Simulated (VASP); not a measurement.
Input of a VASP 6.6.1 run:

INCAR

```
PREC     = Accurate       # precision mode
ENCUT    = 520            # plane-wave cutoff, eV
EDIFF    = 1E-6           # SCF threshold, eV
ISMEAR   = 0              # smearing method
SIGMA    = 0.01           # smearing width, eV
LREAL    = False          # projectors in reciprocal space
LASPH    = True           # aspherical terms in the spheres
NELM     = 80             # most SCF steps
ALGO     = Normal         # electronic algorithm
ISIF     = 2              # what is computed and relaxed
LWAVE    = False          # write WAVECAR
LCHARG   = False          # write CHGCAR
GGA      = PE             # functional
NBANDS   = 11             # bands
```

The input KPOINTS:

```
Automatic mesh
0
Gamma
  10 10 10
```

The input POSCAR:

```
BN
1.0
    0.0000000000      1.8302950248      1.8302950248
    1.8302950248      0.0000000000      1.8302950248
    1.8302950248      1.8302950248      0.0000000000
B N
1 1
Direct
    0.0000000000      0.0000000000      0.0000000000
    0.2500000000      0.2500000000      0.2500000000
```

Potentials or basis: VASP PAW PBE potentials, release 64 (B, N).

Run with:

```bash
$ cat potpaw_PBE.64/B/POTCAR potpaw_PBE.64/N/POTCAR > POTCAR
$ mpirun -np 1 vasp_std > vasp.out
```

(1) Estimate the pressure.

(2) What does it give for the band gap on the k mesh?

Results:

(1) -10.2 GPa.

(2) 4.42 eV, indirect (least direct gap 8.64 eV).
